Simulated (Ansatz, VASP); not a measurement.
## BAs: VASP beside Ansatz

Contents of POSCAR:

```
BAs
1.0
    0.0000000000      2.2961928999      2.2961928999
    2.2961928999      0.0000000000      2.2961928999
    2.2961928999      2.2961928999      0.0000000000
B As
1 1
Direct
    0.0000000000      0.0000000000      0.0000000000
    0.2500000000      0.2500000000      0.2500000000
```

Contents of INCAR.step1:

```
SYSTEM = BAs
PREC = Accurate
ENCUT = 520
EDIFF = 1E-5
ISMEAR = 0
SIGMA = 0.01
LREAL = .False.
LASPH = .True.
NELM = 100
ALGO = Normal
ISIF = 2
LWAVE = .True.
LCHARG = .False.
GGA = PE
NBANDS = 11
```

The input INCAR.step2:

```
SYSTEM = BAs
PREC = Accurate
ENCUT = 520
EDIFF = 1E-6
ISMEAR = 0
SIGMA = 0.01
LREAL = .False.
LASPH = .True.
NELM = 100
ALGO = Normal
ISIF = 2
LWAVE = .False.
LCHARG = .False.
GGA = PE
LHFCALC = .True.
HFSCREEN = 0.2079
PRECFOCK = Normal
ISTART = 1
NBANDS = 11
```

Contents of KPOINTS:

```
Automatic mesh
0
Gamma
  6 6 6
  0 0 0
```

Input for Ansatz:

```yaml
crystal:
  lattice:
    - [0.0, 2.2961928999, 2.2961928999]
    - [2.2961928999, 0.0, 2.2961928999]
    - [2.2961928999, 2.2961928999, 0.0]
  atoms:
    - { symbol: B, position: [0.0, 0.0, 0.0] }
    - { symbol: As, position: [0.25, 0.25, 0.25] }
kpoints:
  mp_grid: { grid: [6, 6, 6] }
  band_path:
    path:
      - [0.0, 0.0, 0.0]
      - [-0.5, -0.5, 0.0]
      - [-0.375, -0.375, 0.25]
      - [-0.375, 0.0, 0.375]
      - [0.0, 0.0, 0.5]
      - [-0.5, -0.25, 0.25]
      - [0.0, 0.40625, 0.40625]
    npoints: 1
hamiltonian:
  xc: hse06
scf:
  occupations: { method: fixed }
  n_extra_bands: 4
output:
  forces: true
  stress: true
  eigenvalues: true
  write_density: true
  write_potential: true
  elf: true
  volumetric_format: npy
```

Change from the starting cell: hydrostatic strain -4.0%.

Alike in both runs: task single point; functional HSE06; k mesh 6 × 6 × 6; no spin polarisation.

|  | VASP | Ansatz |
| --- | --- | --- |
| version | VASP 6.6.1 | Ansatz 0.2.0 |
| potentials or method | VASP PAW PBE potentials, release 64 (B, As) | plane waves, PAW |
| plane-wave cutoff (eV) | 520 | 420 |
| occupations | gaussian, width 0.01 eV | fixed |
| valence electrons in the cell | 8 | 18 |

```csv
,VASP,Ansatz,Ansatz less VASP
gap on the k mesh at the Fermi level (eV),1.85,1.84,-0.005
pressure (GPa),21.2,21.1,-0.09
```

VASP's potentials hold 8 valence electrons a cell and Ansatz's 18, so a difference there can come from the potentials and not from the codes. Ansatz's warnings: stress exchange threshold loose, stress scf threshold loose.
